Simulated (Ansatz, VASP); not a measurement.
RbMgH2 in VASP and in Ansatz

INCAR

```
PREC     = Accurate       # precision mode
ENCUT    = 600            # plane-wave cutoff, eV
EDIFF    = 1E-6           # SCF threshold, eV
ISMEAR   = 0              # smearing method
SIGMA    = 0.1            # smearing width, eV
LREAL    = False          # projectors in reciprocal space
LASPH    = True           # aspherical terms in the spheres
NELM     = 80             # most SCF steps
ALGO     = Normal         # electronic algorithm
ISIF     = 3              # what is computed and relaxed
LWAVE    = False          # write WAVECAR
LCHARG   = False          # write CHGCAR
GGA      = PE             # functional
IBRION   = 2              # ionic algorithm
NSW      = 100            # ionic steps
EDIFFG   = -0.01          # ionic threshold
```

KPOINTS

```
Automatic mesh
0
Gamma
  12 12 6
```

POSCAR

```
RbMgH2
1.0
    4.7214342096      0.0000000000      0.0000000000
   -2.3607171048      4.0888819678      0.0000000000
    0.0000000000      0.0000000000      8.5947739902
Rb Mg H
1 1 2
Direct
    0.0000000000      0.0000000000      0.0000000000
    0.0000000000      0.0000000000      0.5000000000
    0.3333333333      0.6666666667      0.0000000000
    0.6666666667      0.3333333333      0.0000000000
```

Input for Ansatz:

```yaml
crystal:
  lattice:
    - [4.7214342096, 0.0, 0.0]
    - [-2.3607171048, 4.0888819678, 0.0]
    - [0.0, 0.0, 8.5947739902]
  atoms:
    - { symbol: Rb, position: [0.0, 0.0, 0.0] }
    - { symbol: Mg, position: [0.0, 0.0, 0.5] }
    - { symbol: H, position: [0.3333333333, 0.6666666667, 0.0] }
    - { symbol: H, position: [0.6666666667, 0.3333333333, 0.0] }
basis:
  ecutwfc: 420
kpoints:
  mp_grid: { grid: [12, 12, 6] }
hamiltonian:
  xc: pbe
scf:
  occupations: { method: gaussian, width: 0.1 }
output:
  forces: true
  stress: true
  eigenvalues: true
relax:
  adjacent_minimum: "off"
  f_tol: 0.01
  max_steps: 80
  cell: { stress_tol: 0.05 }
```

Alike in both runs: task relaxation of cell and atoms; functional PBE; k mesh 12 × 12 × 6; occupations gaussian, width 0.1 eV; no spin polarisation.

|  | VASP | Ansatz |
| --- | --- | --- |
| version | VASP 6.6.1 | Ansatz 0.2.0 |
| potentials or method | VASP PAW PBE potentials, release 64 (Rb_sv, Mg, H), cutoff 600 eV | scalar-relativistic, plane waves, PAW |
| valence electrons in the cell | 13 | 21 |

Ansatz gave:

* gap on the k mesh at the Fermi level, each at its own relaxed structure (eV): none
* relaxed volume (Å³/atom): 44.61
* relaxed cell length with the largest relative difference (Å): 9.202

Problem. What did VASP give for the same quantities?

Solution. gap on the k mesh at the Fermi level, each at its own relaxed structure (eV): none; relaxed volume (Å³/atom): 45.17; relaxed cell length with the largest relative difference (Å): 9.297.

A gap of «none» marks a metal or a gap that the smearing closes. VASP's potentials hold 13 valence electrons a cell and Ansatz's 21, so a difference there can come from the potentials and not from the codes.
